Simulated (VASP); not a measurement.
Here is a VASP 6.6.1 calculation.

Contents of INCAR:

```
PREC     = Accurate       # precision mode
ENCUT    = 520            # plane-wave cutoff, eV
EDIFF    = 1E-7           # SCF threshold, eV
ISMEAR   = -1             # smearing method
SIGMA    = 0.1            # smearing width, eV
LREAL    = F              # projectors in reciprocal space
LASPH    = T              # aspherical terms in the spheres
NELM     = 100            # most SCF steps
ALGO     = Normal         # electronic algorithm
ISIF     = 2              # what is computed and relaxed
LWAVE    = F              # write WAVECAR
LCHARG   = F              # write CHGCAR
NBANDS   = 12             # bands
```

File KPOINTS:

```
regular mesh
0
Gamma
  18 18 5
```

File POSCAR:

```
Be
1.0
    2.2475960595      0.0000000000      0.0000000000
   -1.1237980298      1.9464752849      0.0000000000
    0.0000000000      0.0000000000      7.1682660075
Be
4
Direct
    1.0000000000      0.0000000000      0.0000000000
    1.0000000000      0.0000000000      0.5000000000
    0.3333333333      0.6666666667      0.2500000000
    0.6666666667      0.3333333333      0.7500000000
```

Potentials or basis: VASP PAW LDA potentials, release 64 (Be).

Run with:

```console
$ cat potpaw_LDA.64/Be/POTCAR > POTCAR
$ mpirun -np 1 vasp_std > vasp.out
```

Estimate the pressure.

-4.4 GPa.

Predict the band gap on the k mesh.

zero (bands 4 and 5 overlap by 1.37 eV).

Stress tensor (GPa, compression positive):
```
-4.61  0.00  0.00
 0.00 -4.61  0.00
 0.00  0.00 -4.09
```

Caveat: the cell stands under tension.
